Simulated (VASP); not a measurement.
## Na: single point with PBEsol

Crystal: Na.

```xyz
1
Lattice="0.0000 2.6255 2.6255 2.6255 0.0000 2.6255 2.6255 2.6255 0.0000" Properties=species:S:1:pos:R:3 pbc="T T T"
Na    0.0000    0.0000    0.0000
```

This isn't the form of Na at room conditions, which is bcc.

```json
{
  "Program": "VASP 6.6.1",
  "Task": "single point",
  "Functional": "PBEsol",
  "Potentials or basis": "VASP PAW PBE potentials, release 64 (Na_pv)",
  "Cutoff": "520 eV",
  "k mesh": "7 × 7 × 7",
  "Occupations": "methfessel-paxton, width 0.1 eV",
  "Spin": "no spin polarisation",
  "Dipole correction": "no",
  "Further INCAR settings": "ALGO = Normal; EDIFF = 1e-06; NBANDS = 10"
}
```

```yaml
Pressure: 0.0 GPa
Band_gap_on_the_k_mesh: zero (an odd number of electrons rules out a gap without spin polarisation)
```

Levels at points of the mesh, in eV from the Fermi level:
| k point | band 2 | band 3 | band 4 | band 5 | band 6 | band 7 |
| --- | --- | --- | --- | --- | --- | --- |
| (0.00, 0.00, 0.00) | -24.95 | -24.95 | -3.52 | 11.05 | 11.05 | 11.05 |

Wall time 7.2 s on 1 thread of Intel Xeon 8259CL, on a shared host, peak memory 0.15 GiB.

Caveat: the PAW data sets were made with another functional, which shifts forces and pressure a little.
